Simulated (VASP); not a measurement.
Write the native input for VASP 6.6.1 that does the following.

* Task: single point
* Functional: PBEsol
* Potentials or basis: VASP PAW PBE potentials, release 64 (Ir)
* Cutoff: 520 eV
* k mesh: 21 × 21 × 12
* Occupations: gaussian, width 0.15 eV
* Spin: collinear spin, ferromagnetic start
* Starting moments: [0.8, 0.8] μB
* Fixed moment: 1.6 μB
* Dipole correction: no
* Further INCAR settings: ALGO = Normal; EDIFF = 1e-06; NBANDS = 20

The structure of Ir lies in POSCAR:

```
Ir
1.0
    2.8235216222      0.0000000000      0.0000000000
   -1.4117608111      2.4452414529      0.0000000000
    0.0000000000      0.0000000000      4.5777984561
Ir
2
Direct
    0.6666666667      0.3333333333      0.7500000000
    0.3333333333      0.6666666667      0.2500000000
```

The input as run:

INCAR

```
SYSTEM = Ir
PREC     = Accurate       ! precision mode
ENCUT    = 520            ! plane-wave cutoff, eV
EDIFF    = 1E-6           ! SCF threshold, eV
ISMEAR   = 0              ! smearing method
SIGMA    = 0.15           ! smearing width, eV
LREAL    = .FALSE.        ! projectors in reciprocal space
LASPH    = .TRUE.         ! aspherical terms in the spheres
NELM     = 150            ! most SCF steps
ALGO     = Normal         ! electronic algorithm
ISIF     = 2              ! what is computed and relaxed
LWAVE    = .FALSE.        ! write WAVECAR
LCHARG   = .FALSE.        ! write CHGCAR
ISPIN    = 2              ! spin polarisation
MAGMOM   = 0.8 0.8        ! initial moments
LORBIT   = 11             ! projections on sites
NUPDOWN  = 1.6            ! fixed moment
LMAXMIX  = 4              ! l up to which the mixer works
GGA      = PS             ! functional
NBANDS   = 20             ! bands
```

KPOINTS

```
Automatic mesh
0
G
  21 21 12
  0 0 0
```

Potentials or basis: VASP PAW PBE potentials, release 64 (Ir).

Command:

```sh
$ cat potpaw_PBE.64/Ir/POTCAR > POTCAR
$ mpirun -np 1 vasp_std > vasp.out
```

It gave:

| Item | Value |
| --- | --- |
| Pressure | -27.8 GPa |
| Net moment | 1.60 μB per cell |
| Site moments | Ir +0.78 μB |
| Valence electrons inside the program's atomic spheres | Ir 8.05 |

Caveat: the PAW data sets were made with another functional, which shifts forces and pressure a little; the total moment is fixed, so each spin has its own Fermi level.

Run time: 8.3 min on 1 thread of Oxide Virtual Turin-like Processor (shared host), peak memory 0.36 GiB.
